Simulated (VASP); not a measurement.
# AlN (P6_3mc) in VASP: notebook, part 2 of 2

VASP 6.6.1. The steps go on from the part before.

## Step 6: Relaxation of cell and atoms, LDA, target pressure 7 GPa, at which the enthalpy is minimised

File INCAR:

```
SYSTEM = AlN
PREC     = Accurate       ! precision mode
ENCUT    = 600            ! plane-wave cutoff, eV
EDIFF    = 1E-6           ! SCF threshold, eV
ISMEAR   = 0              ! smearing method
SIGMA    = 0.01           ! smearing width, eV
LREAL    = .FALSE.        ! projectors in reciprocal space
LASPH    = .TRUE.         ! aspherical terms in the spheres
NELM     = 80             ! most SCF steps
ALGO     = Normal         ! electronic algorithm
ISIF     = 3              ! what is computed and relaxed
LWAVE    = .FALSE.        ! write WAVECAR
LCHARG   = .FALSE.        ! write CHGCAR
IBRION   = 2              ! ionic algorithm
NSW      = 100            ! ionic steps
EDIFFG   = -0.002         ! ionic threshold
PSTRESS  = 70.0
```

File KPOINTS:

```
regular mesh
0
G
  8 8 4
  0 0 0
```

File POSCAR:

```
AlN
1.0
    3.0887700518      0.0000000000      0.0000000000
   -1.5443850259      2.6749533313      0.0000000000
    0.0000000000      0.0000000000      4.9432745661
Al N
2 2
Direct
    0.3333333333      0.6666666667     -0.0009915582
    0.6666666667      0.3333333333      0.4990084418
    0.3333333333      0.6666666667      0.3809915582
    0.6666666667      0.3333333333      0.8809915582
```

Potentials or basis: VASP PAW LDA potentials, release 64 (Al, N).

Command:

```bash
$ cat potpaw_LDA.64/Al/POTCAR potpaw_LDA.64/N/POTCAR > POTCAR
$ mpirun -np 1 vasp_std > vasp.out
```

OUTCAR:

```text
SYSTEM = AlN
   PREC = Accurate
   ENCUT = 600
   EDIFF = 1E-6
   ISMEAR = 0
   LREAL = .FALSE.
   LASPH = .TRUE.
   NELM = 80
   ISIF = 3
   IBRION = 2
   NSW = 100
   EDIFFG = -0.002
   PSTRESS = 70.0

 ion  position               nearest neighbor table
   1  0.333  0.667  0.999-   4 1.88   4 1.88   4 1.88   3 1.89   2 3.05   2 3.05   2 3.05   2 3.05
                             2 3.05   2 3.05
   2  0.667  0.333  0.499-   3 1.88   3 1.88   3 1.88   4 1.89   1 3.05   1 3.05   1 3.05   1 3.05
                             1 3.05   1 3.05
   3  0.333  0.667  0.381-   2 1.88   2 1.88   2 1.88   1 1.89
   4  0.667  0.333  0.881-   1 1.88   1 1.88   1 1.88   2 1.89

  LATTYP: Found a hexagonal cell.
 ALAT       =     3.0887700518
 C/A-ratio  =     1.6004022582

  Lattice vectors:

 A1 = (   3.0887700518,   0.0000000000,   0.0000000000)
 A2 = (  -1.5443850259,   2.6749533313,   0.0000000000)
 A3 = (   0.0000000000,   0.0000000000,   4.9432745661)

Analysis of symmetry for initial positions (statically):
=====================================================================
 Subroutine PRICEL returns:
 Original cell was already a primitive cell.

 Routine SETGRP: Setting up the symmetry group for a
 hexagonal supercell.

 Subroutine GETGRP returns: Found 12 space group operations
 (whereof  6 operations were pure point group operations)
 out of a pool of 24 trial point group operations.

The static configuration has the point symmetry C_3v.
 The point group associated with its full space group is C_6v.

Analysis of symmetry for dynamics (positions and initial velocities):
=====================================================================
 Subroutine PRICEL returns:
 Original cell was already a primitive cell.

 Routine SETGRP: Setting up the symmetry group for a
 hexagonal supercell.

 Subroutine GETGRP returns: Found 12 space group operations
 (whereof  6 operations were pure point group operations)
 out of a pool of 24 trial point group operations.

The dynamic configuration has the point symmetry C_3v.
 The point group associated with its full space group is C_6v.

 Subroutine INISYM returns: Found 12 space group operations
 (whereof  6 operations are pure point group operations),
 and found     1 'primitive' translations

----------------------------------------------------------------------------------------

                                     Primitive cell

  volume of cell :      40.8429

  direct lattice vectors                    reciprocal lattice vectors
     3.088770052  0.000000000  0.000000000     0.323753463  0.186919149  0.000000000
    -1.544385026  2.674953331  0.000000000     0.000000000  0.373838298  0.000000000
     0.000000000  0.000000000  4.943274566     0.000000000  0.000000000  0.202295055

  length of vectors
     3.088770052  3.088770052  4.943274566     0.373838298  0.373838298  0.202295055

  position of ions in fractional coordinates (direct lattice)
     0.333333333  0.666666667  0.999008442
     0.666666667  0.333333333  0.499008442
     0.333333333  0.666666667  0.380991558
     0.666666667  0.333333333  0.880991558

  ion indices of the primitive-cell ions
   primitive index   ion index
                 1           1
                 2           2
                 3           3
                 4           4

[... 65 lines left out ...]
   ISPIN  =      1    spin polarized calculation?
   LNONCOLLINEAR =      F non collinear calculations
   LSORBIT =      F    spin-orbit coupling
   LASPH  =      T    aspherical Exc in radial PAW
   ENCUT  =  600.0 eV  44.10 Ry    6.64 a.u.   6.17  6.17  9.87*2*pi/ulx,y,z
   NELM   =     80;   NELMIN=  2; NELMDL= -5     # of ELM steps
   EDIFF  = 0.1E-05   stopping-criterion for ELM
   LREAL  =      F    real-space projection
   EDIFFG = -.2E-02   stopping-criterion for IOM
   NSW    =    100    number of steps for IOM
   IBRION =      2    ionic relax: 0-MD 1-quasi-New 2-CG
   NFREE  =      1    steps in history (QN), initial steepest desc. (CG)
   ISIF   =      3    stress and relaxation
   ISYM   =      2    0-nonsym 1-usesym 2-fastsym
   POTIM  = 0.5000    time-step for ionic-motion
   TEBEG  =    0.0;   TEEND  =   0.0 temperature during run
   PSTRESS=   70.0 pullay stress
   NELECT =      16.0000    total number of electrons
   NUPDOWN=      -1.0000    fix difference up-down
   EMIN   =  10.00;   EMAX   =-10.00  energy-range for DOS
   EFERMI =   0.00;   METHOD = LEGACY
   ISMEAR =     0;   SIGMA  =   0.01  broadening in eV -4-tet -1-fermi 0-gaus
   EFERMI_NEDOS =   21; number of points for ismear=-14 and -15
   IALGO  =     38    algorithm
   IMIX   =      4    mixing-type and parameters
     AMIX     =   0.40;   BMIX     =  1.00
     AMIX_MAG =   1.60;   BMIX_MAG =  1.00
  volume/ion in A,a.u.               =      10.21        68.91
  Fermi-wavevector in a.u.,A,eV,Ry     =   1.197869  2.263644 19.522865  1.434890
  Thomas-Fermi vector in A             =   2.333773
   LORBIT       =      0    0 simple, 1 ext, 2 COOP (PROOUT), +10 PAW based schemes
   GGA     = CA    functional components
   LHFCALC =     F    Hartree Fock is set to
   AEXX    =    0.0000 exact exchange contribution
   IVDW    =     0    specifies the selected vdW correction
   LEPSILON=     F    determine dielectric tensor
   LRPA    =     F    only Hartree local field effects (RPA)
 conjugate gradient relaxation of ions
 non-spin polarized calculation
 Gauss-broadening in eV      SIGMA  =   0.01
  energy-cutoff  :      600.00
  volume of cell :       40.84
 maximum number of plane-waves:      1387
 NGX is ok and might be reduce to    28
   NGX = 13   NGY = 13   NGZ = 19

--------------------------------------- Ionic step        1  -------------------------------------------

 number of electron      15.9999999 magnetization

 Free energy of the ion-electron system (eV)
  ---------------------------------------------------
  ext. energy  EPLUGINS =         0.00000000
  ---------------------------------------------------
  free energy    TOTEN  =       -32.84224289 eV

  energy without entropy =      -32.84224289  energy(sigma->0) =      -32.84224289

------------------------ aborting loop because EDIFF is reached ----------------------------------------

  FORCE on cell =-STRESS in cart. coord.  units (eV):
  Direction    XX          YY          ZZ          XY          YZ          ZX
  --------------------------------------------------------------------------------------
  -------------------------------------------------------------------------------------
  Total        0.1314922      0.1314922      0.1259624      0.0000000      0.0000000      0.0000000
  in kB        5.1581517      5.1581517      4.9412294      0.0000000      0.0000000      0.0000000
  external PRESSURE =     -64.9141557 kB  Pullay stress =      70.0000000 kB
[... 267 lines left out ...]
--------------------------------------- Ionic step        8  -------------------------------------------

 number of electron      15.9999999 magnetization

 Free energy of the ion-electron system (eV)
  ---------------------------------------------------
  ext. energy  EPLUGINS =         0.00000000
  ---------------------------------------------------
  free energy    TOTEN  =       -32.81564193 eV

  energy without entropy =      -32.81564193  energy(sigma->0) =      -32.81564193

 E-fermi :   6.5246     XC(G=0): -11.4694

 val. band max:        6.4186710798   @ k =   0.0000   0.0000   0.0000
 cond. band min:      11.0849743999   @ k =   0.0000   0.0000   0.0000
 fundamental gap:      4.6663033201
 Fermi energy:         6.5246153337

 k-point     1 :       0.0000    0.0000    0.0000
  band No.  band energies     occupation
      1      -8.9530      2.00000
      2      -6.5552      2.00000
      3       0.1218      2.00000
      4       5.4821      2.00000
      5       5.4821      2.00000
      6       6.1566      2.00000
      7       6.1566      2.00000
      8       6.4187      2.00000
      9      11.0850      0.00000
     10      13.3628      0.00000
     11      17.3105      0.00000
     12      17.6809      0.00000
[... 331 lines left out ...]
 k-point    24 :       0.3750    0.0000    0.5000
  band No.  band energies     occupation
      1      -6.6664      2.00000
      2      -6.6664      2.00000
      3       1.0938      2.00000
      4       1.0938      2.00000
      5       4.8491      2.00000
      6       4.8491      2.00000
      7       4.9778      2.00000
      8       4.9778      2.00000
      9      12.1343      0.00000
     10      12.1343      0.00000
     11      16.0346      0.00000
     12      16.0346      0.00000

 [... further k-points ...]

------------------------ aborting loop because EDIFF is reached ----------------------------------------

  FORCE on cell =-STRESS in cart. coord.  units (eV):
  Direction    XX          YY          ZZ          XY          YZ          ZX
  --------------------------------------------------------------------------------------
  -------------------------------------------------------------------------------------
  Total        1.7307310      1.7307310      1.7292562      0.0000000      0.0000000     -0.0000000
  in kB       69.8683426     69.8683426     69.8088083      0.0000000      0.0000000     -0.0000000
  external PRESSURE =      -0.1515021 kB  Pullay stress =      70.0000000 kB
[... 23 lines left out ...]
  energy  without entropy=      -32.8156419294  energy(sigma->0) =      -32.81564193

  enthalpy is  TOTEN    =       -31.0816496192 eV   P V=        1.7339923102

 reached required accuracy - stopping structural energy minimisation
```

Run time: 25 s. Hardware: 1 thread of Intel Xeon 6975P-C (Granite Rapids), shared host; peak memory 0.15 GiB.

What came out:

```
Free energy                                            : -32.8156 eV
Relaxed volume                                         : 9.92 Å³/atom
Relaxed cell                                           : a = 3.062 Å, b = 3.062 Å, c = 4.889 Å, α = 90.00°, β = 90.00°, γ = 120.00°
Space group after relaxing (to 0.05 Å)                 : P6_3mc (No. 186)
Energy change on relaxing (the enthalpy is what falls) : +6.7 meV/atom
Ionic steps                                            : 8
Pressure after relaxing                                : 7.0 GPa
Band gap on the k mesh                                 : 4.67 eV, direct
```

Step by step:
```tsv
step	energy change (eV)	largest force (eV/Å)	pressure (GPa)	volume (Å³)
1	0.0000	0.0007	0.51	40.84
2	0.1116	0.0286	15.07	38.45
3	0.0262	0.0131	6.96	39.70
4	0.0271	0.0133	7.08	39.68
5	0.0272	0.0156	7.08	39.68
6	0.0273	0.0173	7.08	39.67
7	0.0260	0.0152	6.90	39.70
8	0.0266	0.0003	6.98	39.69
```

Final structure:
```xyz
4
Lattice="3.0617 0.0000 0.0000 -1.5309 2.6515 0.0000 0.0000 0.0000 4.8887" Properties=species:S:1:pos:R:3 pbc="T T T"
Al    0.0000    1.7677    4.8822
Al    1.5309    0.8838    2.4379
N     0.0000    1.7677    1.8642
N     1.5309    0.8838    4.3085
```

Caveat: the cell is relaxed towards a set pressure, so the enthalpy falls and the energy may rise.

## Step 7: The runs side by side

| task | cell | k mesh | cutoff (eV) | smearing | gap on the mesh (eV) | pressure (GPa) |
| --- | --- | --- | --- | --- | --- | --- |
| single point | a = 3.089, b = 3.089, c = 4.943 Å, angles 90.0, 90.0, 120.0°, 4 atoms | 12 × 12 × 6 | 520 | fermi-dirac 0.1 eV | 4.42 | 0.6 |
| relaxation of cell and atoms | relaxed to -2 GPa from a = 3.089, b = 3.089, c = 4.943 Å, angles 90.0, 90.0, 120.0°, 4 atoms | 8 × 8 × 4 | 600 | gaussian 0.01 eV | 4.32 | -2.0 |
| relaxation of cell and atoms | relaxed to 2 GPa from a = 3.089, b = 3.089, c = 4.943 Å, angles 90.0, 90.0, 120.0°, 4 atoms | 8 × 8 × 4 | 600 | gaussian 0.01 eV | 4.48 | 2.0 |
| relaxation of cell and atoms | relaxed to 4 GPa from a = 3.089, b = 3.089, c = 4.943 Å, angles 90.0, 90.0, 120.0°, 4 atoms | 8 × 8 × 4 | 600 | gaussian 0.01 eV | 4.56 | 4.0 |
| relaxation of cell and atoms | relaxed to 7 GPa from a = 3.089, b = 3.089, c = 4.943 Å, angles 90.0, 90.0, 120.0°, 4 atoms | 8 × 8 × 4 | 600 | gaussian 0.01 eV | 4.67 | 7.0 |

Alike in all rows: level LDA; potentials or basis VASP PAW LDA potentials, release 64 (Al, N); no spin polarisation.

Caveats: the cell is relaxed towards a set pressure, so the enthalpy falls and the energy may rise (some runs).

Absolute energies hang on the potentials; compare differences alone.
